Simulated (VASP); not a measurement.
# TiW14 (a cell with a defect) in VASP: single point with PBE

Aim: the single point of TiW14 (a cell with a defect) with PBE.

All numbers are computed with VASP 6.6.1; they aren't measurements. Logs are shortened: lines on timing, memory, paths and dates and some standing lists are left out, and cuts for length are marked.

### Step 1. The cell of the first run

The cell holds a defect, 15 atoms: a = 6.320 Å, b = 6.320 Å, c = 6.320 Å, α = 90.00°, β = 90.00°, γ = 90.00°.

### Step 2. Single point, PBE

INCAR

```
PREC = Accurate
ENCUT = 520
EDIFF = 1E-7
ISMEAR = 0
SIGMA = 0.1
LREAL = Auto
LASPH = T
NELM = 60
ALGO = Normal
ISIF = 2
LWAVE = F
LCHARG = T
GGA = PE
LELF = T
LVHAR = T
NBANDS = 117
```

KPOINTS

```
Automatic mesh
0
Gamma
  3 3 3
```

POSCAR

```
TiW14
1.0
    6.3200000000      0.0000000000      0.0000000000
    0.0000000000      6.3200000000      0.0000000000
    0.0000000000      0.0000000000      6.3200000000
Ti W
1 14
Direct
    0.1241262658      0.1221939873      0.1229803797
    0.5080300633     -0.0084338608     -0.0076476266
   -0.0065015823      0.5060973101     -0.0076460443
   -0.0065023734     -0.0084333861      0.5068849684
    0.4937496835      0.4918183544     -0.0020460443
    0.4937482595     -0.0028348101      0.4926045886
    0.7399110759      0.2524748418      0.2532637658
   -0.0009011076      0.4918174051      0.4926049051
    0.2544087025      0.7379773734      0.2532632911
    0.2544088608      0.2524750000      0.7387656646
    0.4975863924      0.4956523734      0.4964412975
    0.7542613924      0.7523276899      0.2477495253
    0.7542617089      0.2469604430      0.7531166139
    0.2488947785      0.7523275316      0.7531161392
    0.7503352848      0.7484006329      0.7491890823
```

Potentials or basis: VASP PAW PBE potentials, release 64 (Ti_sv, W_sv).

On the command line:

```console
$ cat potpaw_PBE.64/Ti_sv/POTCAR potpaw_PBE.64/W_sv/POTCAR > POTCAR
$ mpirun -np 1 vasp_std > vasp.out
```

OUTCAR:

```text
PREC = Accurate
   ENCUT = 520
   EDIFF = 1E-7
   ISMEAR = 0
   LREAL = Auto
   LASPH = T
   NELM = 60
   ISIF = 2
   GGA = PE

 ion  position               nearest neighbor table
   1  0.124  0.122  0.123-   3 2.69   2 2.69   4 2.69  10 2.69   7 2.69   9 2.69
   2  0.508  0.992  0.992-  15 2.66   1 2.69  14 2.69  13 2.70  12 2.70   7 2.75  10 2.80   9 2.80
                             5 3.16   6 3.16   5 3.16   6 3.16
   3  0.993  0.506  0.992-  15 2.66   1 2.69  13 2.69  12 2.70  14 2.70   9 2.75   7 2.80  10 2.80
                             5 3.16   8 3.16   8 3.16   5 3.16
   4  0.993  0.992  0.507-  15 2.66   1 2.69  12 2.69  13 2.70  14 2.70  10 2.75   7 2.80   9 2.80
                             8 3.16   6 3.16   6 3.16   8 3.16
   5  0.494  0.492  0.998-  10 2.69   9 2.70   7 2.70  14 2.74  13 2.74  15 2.78  12 2.81  11 3.15
                             2 3.16   3 3.16   3 3.16   2 3.16  11 3.17
   6  0.494  0.997  0.493-   9 2.69  10 2.70   7 2.70  14 2.74  12 2.74  15 2.78  13 2.81  11 3.15
                             2 3.16   4 3.16   4 3.16   2 3.16  11 3.17
   7  0.740  0.252  0.253-  11 2.66   1 2.69   8 2.69   6 2.70   5 2.70   2 2.75   4 2.80   3 2.80
                            12 3.16  13 3.16  12 3.16  13 3.16
   8  0.999  0.492  0.493-   7 2.69   9 2.70  10 2.70  12 2.74  13 2.74  15 2.78  14 2.81  11 3.15
                             3 3.16   4 3.16   4 3.16   3 3.16  11 3.17
   9  0.254  0.738  0.253-  11 2.66   1 2.69   6 2.69   5 2.70   8 2.70   3 2.75   2 2.80   4 2.80
                            12 3.16  14 3.16  14 3.16  12 3.16
  10  0.254  0.252  0.739-  11 2.66   1 2.69   5 2.69   6 2.70   8 2.70   4 2.75   2 2.80   3 2.80
                            14 3.16  13 3.16  13 3.16  14 3.16
  11  0.498  0.496  0.496-  10 2.66   7 2.66   9 2.66  15 2.77  14 2.78  12 2.78  13 2.78   6 3.15
                             5 3.15   8 3.15   8 3.17   5 3.17   6 3.17
  12  0.754  0.752  0.248-   4 2.69   3 2.70   2 2.70   8 2.74   6 2.74  11 2.78   5 2.81  15 3.15
                             9 3.16   7 3.16   7 3.16   9 3.16  15 3.17
  13  0.754  0.247  0.753-   3 2.69   4 2.70   2 2.70   8 2.74   5 2.74  11 2.78   6 2.81  15 3.15
                             7 3.16  10 3.16   7 3.16  10 3.16  15 3.17
  14  0.249  0.752  0.753-   2 2.69   3 2.70   4 2.70   5 2.74   6 2.74  11 2.78   8 2.81  15 3.15
                            10 3.16   9 3.16   9 3.16  10 3.16  15 3.17
  15  0.750  0.748  0.749-   3 2.66   4 2.66   2 2.66  11 2.77   8 2.78   5 2.78   6 2.78  14 3.15
                            13 3.15  12 3.15  12 3.17  13 3.17  14 3.17

  LATTYP: Found a simple cubic cell.
 ALAT       =     6.3200000000

  Lattice vectors:

 A1 = (   6.3200000000,   0.0000000000,   0.0000000000)
 A2 = (   0.0000000000,   6.3200000000,   0.0000000000)
 A3 = (   0.0000000000,   0.0000000000,   6.3200000000)

Analysis of symmetry for initial positions (statically):
[... 158 lines left out ...]
   LORBIT       =      0    0 simple, 1 ext, 2 COOP (PROOUT), +10 PAW based schemes
   GGA     = PE    functional components
   LHFCALC =     F    Hartree Fock is set to
   AEXX    =    0.0000 exact exchange contribution
   IVDW    =     0    specifies the selected vdW correction
   LEPSILON=     F    determine dielectric tensor
   LRPA    =     F    only Hartree local field effects (RPA)
 non-spin polarized calculation
 Gauss-broadening in eV      SIGMA  =   0.10
  energy-cutoff  :      520.00
  volume of cell :      252.44
 maximum number of plane-waves:      6859
   NGX = 23   NGY = 23   NGZ = 23

 number of electron     208.0000003 magnetization

 Free energy of the ion-electron system (eV)
  ---------------------------------------------------
  ext. energy  EPLUGINS =         0.00000000
  ---------------------------------------------------
  free energy    TOTEN  =      -185.31442165 eV

  energy without entropy =     -185.25566088  energy(sigma->0) =     -185.28504126

 E-fermi :  10.0508     XC(G=0): -13.1183

 val. band max:       10.0461434277   @ k =   0.3333   0.0000   0.0000
 cond. band min:      10.0687694739   @ k =   0.3333   0.3333   0.0000
 fundamental gap:      0.0226260463
 Fermi energy:        10.0508461595

 k-point     1 :       0.0000    0.0000    0.0000
  band No.  band energies     occupation
      1     -63.7607      2.00000
      2     -63.7032      2.00000
      3     -63.7031      2.00000
      4     -63.6947      2.00000
      5     -63.6946      2.00000
      6     -63.6669      2.00000
[... 703 lines left out ...]
    115      12.1730      0.00000
    116      12.3159      0.00000
 [bands above 116 left out]

------------------------ aborting loop because EDIFF is reached ----------------------------------------

  FORCE on cell =-STRESS in cart. coord.  units (eV):
  Direction    XX          YY          ZZ          XY          YZ          ZX
  --------------------------------------------------------------------------------------
  -------------------------------------------------------------------------------------
  Total        2.0143647      2.0143647      2.0143647     -4.3292858     -4.3292858     -4.3292858
  in kB       12.7849036     12.7849036     12.7849036    -27.4773983    -27.4773983    -27.4773983
  external PRESSURE =      12.7849036 kB  Pullay stress =       0.0000000 kB

 VOLUME and BASIS-vectors are now :
 -----------------------------------------------------------------------------
  energy-cutoff  :      520.00
  volume of cell :      252.44
      direct lattice vectors                 reciprocal lattice vectors
     6.320000000  0.000000000  0.000000000     0.158227848  0.000000000  0.000000000
     0.000000000  6.320000000  0.000000000     0.000000000  0.158227848  0.000000000
     0.000000000  0.000000000  6.320000000     0.000000000  0.000000000  0.158227848

 POSITION                                       TOTAL-FORCE (eV/Angst)
 -----------------------------------------------------------------------------------
      0.78448      0.77227      0.77724         0.013280      0.013280      0.013280
      3.21075      6.26670      6.27167        -0.001010      0.025096      0.025096
      6.27891      3.19853      6.27168         0.025096     -0.001010      0.025096
      6.27891      6.26670      3.20351         0.025096      0.025096     -0.001010
      3.12050      3.10829      6.30707        -0.009678     -0.009678      0.012058
      3.12049      6.30208      3.11326        -0.009678      0.012058     -0.009678
      4.67624      1.59564      1.60063         0.001866     -0.021431     -0.021431
      6.31430      3.10829      3.11326         0.012058     -0.009678     -0.009678
      1.60786      4.66402      1.60062        -0.021431      0.001866     -0.021431
      1.60786      1.59564      4.66900        -0.021431     -0.021431      0.001866
      3.14475      3.13252      3.13751         0.002106      0.002106      0.002106
      4.76693      4.75471      1.56578         0.002141      0.002141     -0.018089
      4.76693      1.56079      4.75970         0.002141     -0.018089      0.002141
      1.57302      4.75471      4.75969        -0.018089      0.002141      0.002141
      4.74212      4.72989      4.73488        -0.002469     -0.002469     -0.002469
 -----------------------------------------------------------------------------------
    total drift:                                0.007504      0.087717     -0.064457

  FREE ENERGIE OF THE ION-ELECTRON SYSTEM (eV)
  ---------------------------------------------------
  free  energy   TOTEN  =      -185.3144216460 eV

  energy  without entropy=     -185.2556608829  energy(sigma->0) =     -185.28504126
```

OSZICAR:

```text
N       E                     dE             d eps       ncg     rms          rms(c)
DAV:   1     0.326186919687E+04    0.32619E+04   -0.11884E+05  1412   0.212E+03
DAV:   2     0.100871457675E+03   -0.31610E+04   -0.31095E+04  1404   0.712E+02
[... 15 lines left out ...]
DAV:  18    -0.185314428698E+03    0.74995E-04   -0.20208E-04  1840   0.409E-02    0.245E-02
DAV:  19    -0.185314429273E+03   -0.57529E-06   -0.15749E-05  1744   0.135E-02    0.215E-02
DAV:  20    -0.185314427041E+03    0.22324E-05   -0.25099E-06  1720   0.669E-03    0.184E-02
DAV:  21    -0.185314421618E+03    0.54227E-05   -0.14928E-05  1560   0.101E-02    0.452E-03
DAV:  22    -0.185314421615E+03    0.29904E-08   -0.31131E-06  1576   0.411E-03    0.200E-03
DAV:  23    -0.185314421646E+03   -0.30737E-07   -0.11639E-07  1024   0.129E-03
   1 F= -.18531442E+03 E0= -.18528504E+03  d E =-.587608E-01
```

Wall time 10 min (1 thread of AMD EPYC 7R43 (Zen 3), shared host); peak memory 0.35 GiB.

Results:

```yaml
Free_energy: -185.3144 eV
Pressure: 1.3 GPa
Largest_force: 0.036 eV/Å
Band_gap_on_the_k_mesh: zero (band 104 reaches 10.55 eV, above the bottom of band 105 at 9.56 eV)
```

Forces in eV/Å, atoms in the order of the input:
```
Ti   0.013  0.013  0.013
W   -0.001  0.025  0.025
W    0.025 -0.001  0.025
W    0.025  0.025 -0.001
W   -0.010 -0.010  0.012
W   -0.010  0.012 -0.010
W    0.002 -0.021 -0.021
W    0.012 -0.010 -0.010
W   -0.021  0.002 -0.021
W   -0.021 -0.021  0.002
W    0.002  0.002  0.002
W    0.002  0.002 -0.018
W    0.002 -0.018  0.002
W   -0.018  0.002  0.002
W   -0.002 -0.002 -0.002
```

Stress tensor (GPa, compression positive):
```
 1.28 -2.75 -2.75
-2.75  1.28 -2.75
-2.75 -2.75  1.28
```

Caveat: spin-orbit coupling is left out, which moves the levels of the heavy elements.
